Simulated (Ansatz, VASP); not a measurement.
# MgS in VASP and in Ansatz

Contents of INCAR:

```
SYSTEM = MgS
  PREC = Accurate
  ENCUT = 520
  EDIFF = 1E-6
  ISMEAR = -1
  SIGMA = 0.05
  LREAL = .FALSE.
  LASPH = .TRUE.
  NELM = 60
  ALGO = Normal
  ISIF = 2
  LWAVE = .FALSE.
  LCHARG = .FALSE.
  NBANDS = 16
```

Contents of KPOINTS:

```
regular mesh
0
G
  8 8 4
  0 0 0
```

POSCAR

```
MgS
1.0
    4.0346224068      0.0000000000      0.0000000000
   -2.0173112034      3.4940854990      0.0000000000
    0.0000000000      0.0000000000      6.4322941800
S Mg
2 2
Direct
    0.6666666667      0.3333333333      0.8792441500
    0.3333333333      0.6666666667      0.3792441500
    0.3333333333      0.6666666667      0.9957548500
    0.6666666667      0.3333333333      0.4957548500
```

Contents of input.yaml:

```yaml
crystal:
  lattice:
    - [4.0346224068, 0.0, 0.0]
    - [-2.0173112034, 3.494085499, 0.0]
    - [0.0, 0.0, 6.43229418]
  atoms:
    - { symbol: S, position: [0.6666666667, 0.3333333333, 0.87924415] }
    - { symbol: S, position: [0.3333333333, 0.6666666667, 0.37924415] }
    - { symbol: Mg, position: [0.3333333333, 0.6666666667, 0.99575485] }
    - { symbol: Mg, position: [0.6666666667, 0.3333333333, 0.49575485] }
hamiltonian:
  xc: lda
  pseudopotentials: { kind: paw }
kpoints:
  mp_grid: { grid: [8, 8, 4] }
  band_path:
    path:
      - [[0.0, 0.0, 0.0], [0.5, 0.0, 0.0], [0.3333333333, 0.3333333333, 0.0], [0.0, 0.0, 0.0], [0.0, 0.0, 0.5], [0.5, 0.0, 0.5], [0.3333333333, 0.3333333333, 0.5], [0.0, 0.0, 0.5]]
      - [[0.5, 0.0, 0.5], [0.5, 0.0, 0.0]]
      - [[0.3333333333, 0.3333333333, 0.0], [0.3333333333, 0.3333333333, 0.5]]
    npoints: 14
scf:
  occupations: { method: fermi_dirac, width: 0.05 }
  n_extra_bands: 10
output:
  forces: true
  stress: true
  eigenvalues: true
  fatbands: true
```

Alike in both runs: functional LDA; k mesh 8 × 8 × 4; occupations fermi-dirac, width 0.05 eV; no spin polarisation.

|  | VASP | Ansatz |
| --- | --- | --- |
| version | VASP 6.6.1 | Ansatz 0.2.0 |
| potentials or method | VASP PAW LDA potentials, release 64 (S, Mg) | Ansatz PAW |
| plane-wave cutoff (eV) | 520 | 420 |
| valence electrons in the cell | 16 | 32 |
| task | single point | band structure |

```tsv
	VASP	Ansatz	Ansatz less VASP
gap on the k mesh at the Fermi level (eV)	3.16	3.15	-0.010
least direct gap on the mesh (eV)	3.16	3.15	-0.010
pressure (GPa)	-2.4	-2.1	+0.32
traceless stress, the component that is largest in VASP (GPa)	-0.12	-0.13	-0.010
rms of the force components (eV/Å)	0.031	0.030	-0.0010
```

LDA's correlation is that of Perdew and Zunger in VASP and of Perdew and Wang (1992) in Ansatz. Atom by atom the forces differ by 0.001 eV/Å (rms over components). VASP's potentials hold 16 valence electrons a cell and Ansatz's 32, so a difference there can come from the potentials and not from the codes.
